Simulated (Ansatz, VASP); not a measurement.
One calculation of Zr3AlN4, two programs

The input INCAR:

```
ALGO = Normal
EDIFF = 1E-6
EDIFFG = -0.04
ENCUT = 600
GGA = PE
IBRION = 2
ISIF = 3
ISMEAR = 0
LASPH = T
LCHARG = F
LREAL = F
LWAVE = F
NELM = 80
NSW = 90
PREC = Accurate
SIGMA = 0.1
```

The input KPOINTS:

```
k-points
0
Gamma
  4 4 4
```

Contents of POSCAR:

```
Zr3AlN4
1.0
    4.7548215300      0.0000000000      0.0000000000
    0.0000000000      4.7548215300      0.0000000000
    0.0000000000      0.0000000000      4.7548215300
Zr Al N
3 1 4
Direct
    0.5000000000      0.0000000000      0.0000000000
    0.0000000000      0.0000000000      0.5000000000
    0.0000000000      0.5000000000      0.0000000000
    0.5000000000      0.5000000000      0.5000000000
    0.0000000000      0.5000000000      0.5000000000
    0.5000000000      0.5000000000      0.0000000000
    0.0000000000      0.0000000000      0.0000000000
    0.5000000000      0.0000000000      0.5000000000
```

Input for Ansatz:

```yaml
crystal:
  lattice:
    - [4.75482153, 0.0, 0.0]
    - [0.0, 4.75482153, 0.0]
    - [0.0, 0.0, 4.75482153]
  atoms:
    - { symbol: Zr, position: [0.5, 0.0, 0.0] }
    - { symbol: Zr, position: [0.0, 0.0, 0.5] }
    - { symbol: Zr, position: [0.0, 0.5, 0.0] }
    - { symbol: Al, position: [0.5, 0.5, 0.5] }
    - { symbol: "N", position: [0.0, 0.5, 0.5] }
    - { symbol: "N", position: [0.5, 0.5, 0.0] }
    - { symbol: "N", position: [0.0, 0.0, 0.0] }
    - { symbol: "N", position: [0.5, 0.0, 0.5] }
basis:
  ecutwfc: 420
kpoints:
  mp_grid: { grid: [4, 4, 4] }
hamiltonian:
  xc: pbe
scf:
  occupations: { method: gaussian, width: 0.1 }
  lower_state_search: "off"
output:
  forces: true
  stress: true
  eigenvalues: true
relax:
  adjacent_minimum: "off"
  f_tol: 0.04
  max_steps: 70
  cell: { stress_tol: 0.4 }
```

Alike in both runs: task relaxation of cell and atoms; functional PBE; k mesh 4 × 4 × 4; occupations gaussian, width 0.1 eV; no spin polarisation.

|  | VASP | Ansatz |
| --- | --- | --- |
| version | VASP 6.6.1 | Ansatz 0.2.0 |
| potentials or method | VASP PAW PBE potentials, release 64 (Zr_sv, Al, N), cutoff 600 eV | scalar-relativistic, plane waves, PAW |
| valence electrons in the cell | 59 | 59 |

|  | VASP | Ansatz | Ansatz less VASP |
| --- | --- | --- | --- |
| gap on the k mesh at the Fermi level, each at its own relaxed structure (eV) | none | none | - |
| relaxed volume (Å³/atom) | 11.63 | 11.61 | -0.019 |
| relaxed cell length with the largest relative difference (Å) | 4.531 | 4.529 | -0.0025 |

A gap of «none» marks a metal or a gap that the smearing closes.
